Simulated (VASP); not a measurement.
Crystal: TaF3.

```
Ta F
1.0
     3.90120    0.00000    0.00000
     0.00000    3.90120    0.00000
     0.00000    0.00000    3.90120
Ta F
1 3
Direct
  0.00000 0.00000 0.00000
  0.00000 0.00000 0.50000
  0.00000 0.50000 0.00000
  0.50000 0.00000 0.00000
```

| Property | Result |
| --- | --- |
| Program | VASP 6.6.1 |
| Task | relaxation of cell and atoms |
| Functional | PBE |
| Potentials or basis | VASP PAW PBE potentials, release 64 (Ta_sv_GW, F) |
| Cutoff | 600 eV |
| k mesh | 7 × 7 × 7 |
| Occupations | fermi-dirac, width 0.05 eV |
| Spin | no spin polarisation |
| Hubbard terms | Ta d U = 5.0 eV |

At the start: pressure 32.0 GPa; volume 14.84 Å³/atom.

Question: How do energy, volume and symmetry change on relaxing?

Answer: Over 4 steps the energy falls by 280.4 meV/atom and the volume is 18.23 Å³/atom (+22.8 %); space group Pm-3m (No. 221, to 0.05 Å).

The path:
```csv
step,energy change (eV),largest force (eV/Å),pressure (GPa),volume (Å³)
1,0.0000,0.0000,32.03,59.37
2,-0.3393,0.0000,-13.64,88.70
3,-1.1210,0.0000,-0.46,73.22
4,-1.1215,0.0000,-0.06,72.92
```

Final structure:
```
Ta F
1.0
     4.17785    0.00000    0.00000
     0.00000    4.17785    0.00000
     0.00000    0.00000    4.17785
Ta F
1 3
Cartesian
  0.0000 0.0000 0.0000
  0.0000 0.0000 2.0889
  0.0000 2.0889 0.0000
  2.0889 0.0000 0.0000
```

Caveat: the electronic state changed during the relaxation; the volume moved by over 15 % at a fixed basis, so the end points are rough; the volume moved by +23 % from the deposited cell, more than functionals usually miss; U without spin polarisation on a metal has little footing.
